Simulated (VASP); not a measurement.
Here is a VASP 6.6.1 calculation.

INCAR

```
  PREC = Accurate
  ENCUT = 520
  EDIFF = 1E-6
  ISMEAR = 0
  SIGMA = 0.1
  LREAL = F
  LASPH = T
  NELM = 100
  ALGO = Fast
  ISIF = 2
  LWAVE = F
  LCHARG = T
  GGA = PE
  IVDW = 12
  LELF = T
  LVHAR = T
  NBANDS = 12
```

The input KPOINTS:

```
Automatic mesh
0
Gamma
  6 6 6
```

Contents of POSCAR:

```
Ti
1.0
    0.0000000000      2.0300000000      2.0300000000
    2.0300000000      0.0000000000      2.0300000000
    2.0300000000      2.0300000000      0.0000000000
Ti
1
Direct
    0.0000000000      0.0000000000      0.0000000000
```

Potentials or basis: VASP PAW PBE potentials, release 64 (Ti_sv).

Run with:

```sh
$ cat potpaw_PBE.64/Ti_sv/POTCAR > POTCAR
$ mpirun -np 1 vasp_std > vasp.out
```

Estimate the pressure.

-1.5 GPa.

Predict the band gap on the k mesh.

zero (band 6 reaches 9.50 eV, above the bottom of band 7 at 8.54 eV).

Caveat: the k points lie up to 0.45 Å⁻¹ apart; pairwise dispersion overbinds metals, which lowers pressure and volume.
